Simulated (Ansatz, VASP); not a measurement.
# Al2Cu in VASP and in Ansatz

Contents of INCAR:

```
SYSTEM = Al2Cu
  PREC = Accurate
  ENCUT = 600
  EDIFF = 1E-6
  ISMEAR = 0
  SIGMA = 0.1
  LREAL = .False.
  LASPH = .True.
  NELM = 100
  ALGO = Fast
  ISIF = 3
  LWAVE = .False.
  LCHARG = .False.
  IBRION = 2
  NSW = 100
  EDIFFG = -0.005
```

Contents of KPOINTS:

```
regular mesh
0
Gamma
  14 14 14
  0 0 0
```

The input POSCAR:

```
Al2Cu
1.0
   -2.0303375000      2.0303375000      2.8510940000
    2.0303375000     -2.0303375000      2.8510940000
    2.0303375000      2.0303375000     -2.8510940000
Al Cu
2 1
Direct
    0.7500000000      0.2500000000      0.5000000000
    0.2500000000      0.7500000000      0.5000000000
    0.5000000000      0.5000000000      0.0000000000
```

Input for Ansatz:

```yaml
crystal:
  lattice:
    - [-2.0303375, 2.0303375, 2.851094]
    - [2.0303375, -2.0303375, 2.851094]
    - [2.0303375, 2.0303375, -2.851094]
  atoms:
    - { symbol: Al, position: [0.75, 0.25, 0.5] }
    - { symbol: Al, position: [0.25, 0.75, 0.5] }
    - { symbol: Cu, position: [0.5, 0.5, 0.0] }
basis:
  ecutwfc: 420
kpoints:
  mp_grid: { grid: [14, 14, 14] }
hamiltonian:
  xc: lda
scf:
  occupations: { method: gaussian, width: 0.1 }
output:
  forces: true
  stress: true
  eigenvalues: true
  write_density: true
  write_potential: true
  elf: true
  volumetric_format: npy
relax:
  adjacent_minimum: "off"
  f_tol: 0.005
  max_steps: 80
  cell: { stress_tol: 0.05 }
```

Alike in both runs: task relaxation of cell and atoms; functional LDA; k mesh 14 × 14 × 14; occupations gaussian, width 0.1 eV; no spin polarisation.

```csv
,VASP,Ansatz
version,VASP 6.6.1,Ansatz 0.2.0
potentials or method,"VASP PAW LDA potentials, release 64 (Al, Cu), cutoff 600 eV","scalar-relativistic, plane waves, PAW"
valence electrons in the cell,17,25
```

```csv
,VASP,Ansatz,Ansatz less VASP
"gap on the k mesh at the Fermi level, each at its own relaxed structure (eV)",none,none,-
relaxed volume (Å³/atom),15.22,15.19,-0.029
relaxed length of the cell vector where the two differ most in proportion (Å),4.012,4.010,-0.0027
```

LDA's correlation is that of Perdew and Zunger in VASP and of Perdew and Wang (1992) in Ansatz. A gap of «none» marks a metal or a gap that the smearing closes. VASP's potentials hold 17 valence electrons a cell and Ansatz's 25, so a difference there can come from the potentials and not from the codes.
